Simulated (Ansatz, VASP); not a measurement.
# Two plane-wave programs on GdH3O3

INCAR

```
ALGO     = Normal         # electronic algorithm
EDIFF    = 1E-7           # SCF threshold, eV
ENCUT    = 520            # plane-wave cutoff, eV
GGA      = PE             # functional
ISIF     = 2              # what is computed and relaxed
ISMEAR   = 0              # smearing method
ISPIN    = 2              # spin polarisation
LASPH    = T              # aspherical terms in the spheres
LCHARG   = F              # write CHGCAR
LMAXMIX  = 6              # l up to which the mixer works
LORBIT   = 11             # projections on sites
LREAL    = F              # projectors in reciprocal space
LWAVE    = F              # write WAVECAR
MAGMOM   = 7 0 0 0 0 0 0  # initial moments
NBANDS   = 32             # bands
NELM     = 150            # most SCF steps
PREC     = Accurate       # precision mode
SIGMA    = 0.01           # smearing width, eV
```

File KPOINTS:

```
k-points
0
Gamma
  1 1 1
```

Contents of POSCAR:

```
GdH3O3
1.0
   13.5400000000      0.0000000000      0.0000000000
    0.0000000000     14.2400000000      0.0000000000
    0.0000000000      0.0000000000      9.1400000000
Gd O H
1 3 3
Direct
    0.4440007400      0.4998918500      0.4923413600
    0.5968663200      0.4998918500      0.5007505500
    0.3675679500      0.6257689600      0.5007505500
    0.3675679500      0.3740140400      0.5007505500
    0.6673042800      0.4998918500      0.5076488000
    0.3323486000      0.6837724700      0.5076488000
    0.3323486000      0.3160112400      0.5076488000
```

Input for Ansatz:

```yaml
crystal:
  lattice:
    - [13.54, 0.0, 0.0]
    - [0.0, 14.24, 0.0]
    - [0.0, 0.0, 9.14]
  atoms:
    - { symbol: Gd, position: [0.44400074, 0.49989185, 0.49234136], spin: 7.0 }
    - { symbol: O, position: [0.59686632, 0.49989185, 0.50075055] }
    - { symbol: H, position: [0.66730428, 0.49989185, 0.5076488] }
    - { symbol: O, position: [0.36756795, 0.62576896, 0.50075055] }
    - { symbol: H, position: [0.3323486, 0.68377247, 0.5076488] }
    - { symbol: O, position: [0.36756795, 0.37401404, 0.50075055] }
    - { symbol: H, position: [0.3323486, 0.31601124, 0.5076488] }
basis:
  ecutwfc: 420
  ecutrho_ratio: 4
kpoints:
  mp_grid: { grid: [1, 1, 1] }
hamiltonian:
  xc: pbe
scf:
  occupations: { method: gaussian, width: 0.01 }
output:
  forces: true
  eigenvalues: true
  populations: true
  hubbard: { sites: [{ species: Gd, l: f }] }
magnetization:
  spin_polarized: true
```

Alike in both runs: task single point; functional PBE; k mesh 1 × 1 × 1; occupations gaussian, width 0.01 eV; collinear spin.

|  | VASP | Ansatz |
| --- | --- | --- |
| version | VASP 6.6.1 | Ansatz 0.2.0 |
| potentials or method | VASP PAW PBE potentials, release 64 (Gd, O, H), cutoff 520 eV | scalar-relativistic, plane waves, PAW |
| valence electrons in the cell | 39 | 39 |

|  | VASP | Ansatz | Ansatz less VASP |
| --- | --- | --- | --- |
| gap on the k mesh at the Fermi level (eV) | 3.25 | 3.21 | -0.039 |
| rms of the force components (eV/Å) | 0.251 | 0.204 | -0.0467 |
| net moment per atom (μB) | 1.00 | 1.00 | 0.000 |
| size of the moment on the site where the two differ most (μB) | 6.75 | 6.66 | -0.082 |

Site moments also hang on the region over which each program counts them. Ansatz's warnings: structure snapped to symmetry.

Spin-orbit coupling is off throughout.
